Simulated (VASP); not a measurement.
# Si2W (MoSi2 type) (I4/mmm) in VASP: a series of runs

Si2W (MoSi2 type) is run at these levels: PBE; tasks: single point.

Everything below comes from runs of VASP 6.6.1. Logs are shortened: lines on timing, memory, paths and dates and some standing lists are left out, and cuts for length are marked.

**1. The cell of the first run**

The structure is tetragonal, space group I4/mmm (No. 139). The conventional cell has a = 3.158 Å, b = 3.158 Å, c = 7.732 Å, α = 90.00°, β = 90.00°, γ = 90.00°. W (site symmetry 4/mmm) has 10 Si at 2.58 Å and 4 W at 3.16 Å within 3.4 Å. Si (site symmetry 4mm) has 9 Si at 2.57 to 3.16 Å and 5 W at 2.58 Å within 3.4 Å.

**2. Single point, PBE**

INCAR

```
PREC     = Accurate       # precision mode
ENCUT    = 520            # plane-wave cutoff, eV
EDIFF    = 1E-6           # SCF threshold, eV
ISMEAR   = -1             # smearing method
SIGMA    = 0.1            # smearing width, eV
LREAL    = F              # projectors in reciprocal space
LASPH    = T              # aspherical terms in the spheres
NELM     = 100            # most SCF steps
ALGO     = Normal         # electronic algorithm
ISIF     = 2              # what is computed and relaxed
LWAVE    = F              # write WAVECAR
LCHARG   = F              # write CHGCAR
GGA      = PE             # functional
NBANDS   = 18             # bands
```

KPOINTS

```
Automatic mesh
0
Gamma
  14 14 14
```

POSCAR

```
Si2W
1.0
   -1.5790340719      1.5790340719      3.8660456788
    1.5790340719     -1.5790340719      3.8660456788
    1.5790340719      1.5790340719     -3.8660456788
W Si
1 2
Direct
    0.0000000000      0.0000000000      0.0000000000
    0.3335424621      0.3335424621      0.0000000000
   -0.3335424621     -0.3335424621      0.0000000000
```

Potentials or basis: VASP PAW PBE potentials, release 64 (W_sv, Si).

Launch:

```
$ cat potpaw_PBE.64/W_sv/POTCAR potpaw_PBE.64/Si/POTCAR > POTCAR
$ mpirun -np 1 vasp_std > vasp.out
```

OUTCAR:

```text
PREC = Accurate
   ENCUT = 520
   EDIFF = 1E-6
   ISMEAR = -1
   LREAL = F
   LASPH = T
   NELM = 100
   ISIF = 2
   GGA = PE

 ion  position               nearest neighbor table
   1  0.000  0.000  0.000-   3 2.58   2 2.58   3 2.58   2 2.58   3 2.58   2 2.58   2 2.58   3 2.58
                             2 2.58   3 2.58
   2  0.334  0.334  0.000-   3 2.57   1 2.58   1 2.58   1 2.58   1 2.58   1 2.58   3 2.58   3 2.58
                             3 2.58   3 2.58
   3  0.666  0.666  0.000-   2 2.57   1 2.58   1 2.58   1 2.58   1 2.58   1 2.58   2 2.58   2 2.58
                             2 2.58   2 2.58

  LATTYP: Found a body centered tetragonal cell.
 ALAT       =     3.1580681438
 C/A-ratio  =     2.4483611517

  Lattice vectors:

 A1 = (  -1.5790340719,   1.5790340719,   3.8660456788)
 A2 = (   1.5790340719,  -1.5790340719,   3.8660456788)
 A3 = (   1.5790340719,   1.5790340719,  -3.8660456788)

Analysis of symmetry for initial positions (statically):
=====================================================================
 Subroutine PRICEL returns:
 Original cell was already a primitive cell.

 Routine SETGRP: Setting up the symmetry group for a
 body centered tetragonal supercell.

 Subroutine GETGRP returns: Found 16 space group operations
 (whereof 16 operations were pure point group operations)
 out of a pool of 16 trial point group operations.

The static configuration has the point symmetry D_4h.

Analysis of symmetry for dynamics (positions and initial velocities):
=====================================================================
 Subroutine PRICEL returns:
 Original cell was already a primitive cell.

 Routine SETGRP: Setting up the symmetry group for a
 body centered tetragonal supercell.

 Subroutine GETGRP returns: Found 16 space group operations
 (whereof 16 operations were pure point group operations)
 out of a pool of 16 trial point group operations.

The dynamic configuration has the point symmetry D_4h.

 Subroutine INISYM returns: Found 16 space group operations
 (whereof 16 operations are pure point group operations),
 and found     1 'primitive' translations

----------------------------------------------------------------------------------------

                                     Primitive cell

  volume of cell :      38.5576

  direct lattice vectors                    reciprocal lattice vectors
    -1.579034072  1.579034072  3.866045679     0.000000000  0.316649279  0.129331115
     1.579034072 -1.579034072  3.866045679     0.316649279  0.000000000  0.129331115
     1.579034072  1.579034072 -3.866045679     0.316649279  0.316649279  0.000000000

  length of vectors
     4.464639559  4.464639559  4.464639559     0.342042838  0.342042838  0.447809705

  position of ions in fractional coordinates (direct lattice)
     0.000000000  0.000000000  0.000000000
     0.333542462  0.333542462  0.000000000
     0.666457538  0.666457538  0.000000000

  ion indices of the primitive-cell ions
   primitive index   ion index
                 1           1
                 2           2
                 3           3

----------------------------------------------------------------------------------------

 KPOINTS: Automatic mesh

Automatic generation of k-mesh.
 Grid dimensions read from file:
 generate k-points for:   14   14   14

 Generating k-lattice:

  Cartesian coordinates                     Fractional coordinates (reciprocal lattice)
     0.000000000  0.022617806  0.009237937     0.071428571  0.000000000  0.000000000
     0.022617806  0.000000000  0.009237937     0.000000000  0.071428571  0.000000000
     0.022617806  0.022617806  0.000000000     0.000000000  0.000000000  0.071428571

  Length of vectors
     0.024431631  0.024431631  0.031986407

  Shift w.r.t. Gamma in fractional coordinates (k-lattice)
     0.000000000  0.000000000  0.000000000

 Subroutine IBZKPT returns following result:
 ===========================================

 Found    244 irreducible k-points:

 Following reciprocal coordinates:
            Coordinates               Weight
  0.000000  0.000000  0.000000      1.000000
  0.071429  0.000000 -0.000000      8.000000
  0.142857  0.000000 -0.000000      8.000000
  0.214286  0.000000 -0.000000      8.000000
  0.285714  0.000000  0.000000      8.000000
  0.357143 -0.000000  0.000000      8.000000
[... 16 lines left out ...]
  0.214286  0.142857 -0.000000     16.000000
  0.285714  0.142857 -0.000000     16.000000
 [... further k-points ...]
   k-points           NKPTS =    244   k-points in BZ     NKDIM =    244   number of bands    NBANDS=     18
   number of dos      NEDOS =    301   number of ions     NIONS =      3
   total plane-waves  NPLWV =  46656
   dimension x,y,z NGX =    36 NGY =   36 NGZ =   36
   dimension x,y,z NGXF=    72 NGYF=   72 NGZF=   72
   ions per type =               1   2
   NGX,Y,Z   is equivalent  to a cutoff of  13.41, 13.41, 13.41 a.u.
   NGXF,Y,Z  is equivalent  to a cutoff of  26.81, 26.81, 26.81 a.u.
 SYSTEM =  unknown system
   PREC   = accura    normal or accurate (medium, high low for compatibility)
   ISTART =      0    job   : 0-new  1-cont  2-samecut
   ICHARG =      2    charge: 1-file 2-atom 10-const
   ISPIN  =      1    spin polarized calculation?
   LNONCOLLINEAR =      F non collinear calculations
   LSORBIT =      F    spin-orbit coupling
   LASPH  =      T    aspherical Exc in radial PAW
   ENCUT  =  520.0 eV  38.22 Ry    6.18 a.u.   8.30  8.30  8.30*2*pi/ulx,y,z
   NELM   =    100;   NELMIN=  2; NELMDL= -5     # of ELM steps
   EDIFF  = 0.1E-05   stopping-criterion for ELM
   LREAL  =      F    real-space projection
   EDIFFG = 0.1E-04   stopping-criterion for IOM
   NSW    =      0    number of steps for IOM
   IBRION =     -1    ionic relax: 0-MD 1-quasi-New 2-CG
   NFREE  =      0    steps in history (QN), initial steepest desc. (CG)
   ISIF   =      2    stress and relaxation
   ISYM   =      2    0-nonsym 1-usesym 2-fastsym
   POTIM  = 0.5000    time-step for ionic-motion
   TEBEG  =    0.0;   TEEND  =   0.0 temperature during run
   PSTRESS=    0.0 pullay stress
   NELECT =      22.0000    total number of electrons
   NUPDOWN=      -1.0000    fix difference up-down
   EMIN   =  10.00;   EMAX   =-10.00  energy-range for DOS
   EFERMI =   0.00;   METHOD = LEGACY
   ISMEAR =    -1;   SIGMA  =   0.10  broadening in eV -4-tet -1-fermi 0-gaus
   EFERMI_NEDOS =   21; number of points for ismear=-14 and -15
   IALGO  =     38    algorithm
   IMIX   =      4    mixing-type and parameters
     AMIX     =   0.40;   BMIX     =  1.00
     AMIX_MAG =   1.60;   BMIX_MAG =  1.00
  volume/ion in A,a.u.               =      12.85        86.73
  Fermi-wavevector in a.u.,A,eV,Ry     =   1.357831  2.565929 25.085131  1.843705
  Thomas-Fermi vector in A             =   2.484716
   LORBIT       =      0    0 simple, 1 ext, 2 COOP (PROOUT), +10 PAW based schemes
   GGA     = PE    functional components
   LHFCALC =     F    Hartree Fock is set to
   AEXX    =    0.0000 exact exchange contribution
   IVDW    =     0    specifies the selected vdW correction
   LEPSILON=     F    determine dielectric tensor
   LRPA    =     F    only Hartree local field effects (RPA)
 non-spin polarized calculation
  energy-cutoff  :      520.00
  volume of cell :       38.56
 maximum number of plane-waves:      1056
 NGX is ok and might be reduce to    36
   NGX = 17   NGY = 17   NGZ = 17

 number of electron      22.0000001 magnetization

 Free energy of the ion-electron system (eV)
  ---------------------------------------------------
  ext. energy  EPLUGINS =         0.00000000
  ---------------------------------------------------
  free energy    TOTEN  =       -24.70491385 eV

  energy without entropy =      -24.69527026  energy(sigma->0) =      -24.70009206

 E-fermi :  12.6802     XC(G=0): -12.7584

 val. band max:       12.6654182689   @ k =  -0.3571  -0.4286   0.3571
 cond. band min:      12.6880185849   @ k =  -0.3571   0.5000   0.3571
 fundamental gap:      0.0226003160
 Fermi energy:        12.6802432544

 k-point     1 :       0.0000    0.0000    0.0000
  band No.  band energies     occupation
      1     -61.0857      2.00000
      2     -25.4051      2.00000
      3     -25.3434      2.00000
      4     -25.3434      2.00000
      5      -1.8348      2.00000
      6       5.5045      2.00000
[... 10 lines left out ...]
     17      18.6258      0.00000
     18      18.6258      0.00000

 k-point     2 :       0.0714    0.0000   -0.0000
  band No.  band energies     occupation
      1     -61.0852      2.00000
      2     -25.4041      2.00000
      3     -25.3569      2.00000
      4     -25.3422      2.00000
      5      -1.7327      2.00000
      6       5.5222      2.00000
[... 10 lines left out ...]
     17      18.6385      0.00000
     18      18.9819      0.00000

 k-point     3 :       0.1429    0.0000   -0.0000
  band No.  band energies     occupation
      1     -61.0838      2.00000
      2     -25.4014      2.00000
      3     -25.3942      2.00000
      4     -25.3387      2.00000
      5      -1.4305      2.00000
      6       5.5466      2.00000
[... 10 lines left out ...]
     17      18.8360      0.00000
     18      19.7986      0.00000

 k-point     4 :       0.2143    0.0000   -0.0000
  band No.  band energies     occupation
      1     -61.0818      2.00000
      2     -25.4482      2.00000
      3     -25.3971      2.00000
      4     -25.3338      2.00000
      5      -0.9401      2.00000
      6       5.4614      2.00000
[... 375 lines left out ...]
      4     -25.3867      2.00000
      5      -0.9259      2.00000
      6       5.1551      2.00000
[... 10 lines left out ...]
     17      19.4736      0.00000
     18      20.0439      0.00000

 k-point    23 :       0.2143    0.1429   -0.0000
  band No.  band energies     occupation
      1     -61.0799      2.00000
      2     -25.4429      2.00000
      3     -25.3949      2.00000
      4     -25.3834      2.00000
      5      -0.4039      2.00000
      6       4.9872      2.00000
[... 10 lines left out ...]
     17      19.1739      0.00000
     18      21.0877      0.00000

 k-point    24 :       0.2857    0.1429   -0.0000
  band No.  band energies     occupation
      1     -61.0777      2.00000
      2     -25.5012      2.00000
      3     -25.3900      2.00000
      4     -25.3775      2.00000
      5       0.2695      2.00000
      6       4.7222      2.00000
[... 10 lines left out ...]
     17      19.7955      0.00000
     18      21.2615      0.00000

 [... further k-points ...]

------------------------ aborting loop because EDIFF is reached ----------------------------------------

  FORCE on cell =-STRESS in cart. coord.  units (eV):
  Direction    XX          YY          ZZ          XY          YZ          ZX
  --------------------------------------------------------------------------------------
  -------------------------------------------------------------------------------------
  Total        3.7422688      3.7422688      3.7163703      0.0000000      0.0000000     -0.0000000
  in kB      155.5018607    155.5018607    154.4257035      0.0000000      0.0000000     -0.0000000
  external PRESSURE =     155.1431417 kB  Pullay stress =       0.0000000 kB

 VOLUME and BASIS-vectors are now :
 -----------------------------------------------------------------------------
  energy-cutoff  :      520.00
  volume of cell :       38.56
      direct lattice vectors                 reciprocal lattice vectors
    -1.579034072  1.579034072  3.866045679     0.000000000  0.316649279  0.129331115
     1.579034072 -1.579034072  3.866045679     0.316649279  0.000000000  0.129331115
     1.579034072  1.579034072 -3.866045679     0.316649279  0.316649279  0.000000000

 POSITION                                       TOTAL-FORCE (eV/Angst)
 -----------------------------------------------------------------------------------
      0.00000      0.00000      0.00000        -0.000000     -0.000000      0.000000
      0.00000      0.00000      2.57898         0.000000      0.000000     -0.004366
      0.00000      0.00000      5.15311         0.000000      0.000000      0.004366
 -----------------------------------------------------------------------------------
    total drift:                               -0.000000      0.000000     -0.000000

  FREE ENERGIE OF THE ION-ELECTRON SYSTEM (eV)
  ---------------------------------------------------
  free  energy   TOTEN  =       -24.7049138549 eV

  energy  without entropy=      -24.6952702552  energy(sigma->0) =      -24.70009206
```

It took 81 s on 1 thread of Intel Xeon 6975P-C (Granite Rapids), shared host; peak memory 0.32 GiB.

What came out:

```yaml
Free_energy: -24.7049 eV
Pressure: 15.5 GPa
Largest_force: 0.004 eV/Å
Band_gap_on_the_k_mesh: zero (bands 11 and 12 overlap by 1.41 eV)
```

Forces on the atoms (eV/Å):
```
W    0.000  0.000  0.000
Si   0.000  0.000 -0.004
Si   0.000  0.000  0.004
```

Stress tensor (GPa, compression positive):
```
15.55  0.00  0.00
 0.00 15.55  0.00
 0.00  0.00 15.44
```

Caveat: the cell stands under pressure; spin-orbit coupling is left out, which moves the levels of the heavy elements.

**3. Single point, PBE (12.85 Å³/atom)**

INCAR

```
SYSTEM = Si2W
PREC     = Accurate       ! precision mode
ENCUT    = 520            ! plane-wave cutoff, eV
EDIFF    = 1E-6           ! SCF threshold, eV
ISMEAR   = -1             ! smearing method
SIGMA    = 0.1            ! smearing width, eV
LREAL    = .False.        ! projectors in reciprocal space
LASPH    = .True.         ! aspherical terms in the spheres
NELM     = 60             ! most SCF steps
ALGO     = Normal         ! electronic algorithm
ISIF     = 2              ! what is computed and relaxed
LWAVE    = .False.        ! write WAVECAR
LCHARG   = .True.         ! write CHGCAR
GGA      = PE             ! functional
LELF     = .True.         ! ELF
LVHAR    = .True.       
NBANDS   = 18             ! bands
```

KPOINTS

```
Automatic mesh
0
Gamma
  14 14 14
  0 0 0
```

POSCAR is that of step 2.

Potentials or basis: VASP PAW PBE potentials, release 64 (W_sv, Si).

Launch:

```
$ cat potpaw_PBE.64/W_sv/POTCAR potpaw_PBE.64/Si/POTCAR > POTCAR
$ mpirun -np 1 vasp_std > vasp.out
```

Run time: 77 s. Hardware: 1 thread of Intel Xeon 6975P-C (Granite Rapids), shared host; peak memory 0.32 GiB.

It converged, with:

- Free energy: -24.7049 eV
- Pressure: 15.5 GPa
- Largest force: 0.004 eV/Å
- Band gap on the k mesh: zero (bands 11 and 12 overlap by 1.41 eV)

Forces in eV/Å, atoms in the order of the input:
```
W    0.000  0.000  0.000
Si   0.000  0.000 -0.004
Si   0.000  0.000  0.004
```

Stress tensor (GPa, compression positive):
```
15.55  0.00  0.00
 0.00 15.55  0.00
 0.00  0.00 15.44
```

Levels at points of the mesh, in eV from the Fermi level:
```tsv
k point	band 9	band 10	band 11	band 12	band 13	band 14
(0.00, 0.00, 0.00)	-3.00	-3.00	0.69	2.70	3.02	3.29
(0.50, 0.00, 0.00)	-2.98	-2.90	-0.50	2.84	2.94	4.04
(0.50, 0.50, 0.00)	-5.25	-3.49	-1.74	2.88	3.22	3.39
(0.50, 0.50, 0.50)	-0.86	-0.86	-0.55	-0.55	0.89	4.58
```

Caveat: the cell stands under pressure; spin-orbit coupling is left out, which moves the levels of the heavy elements.
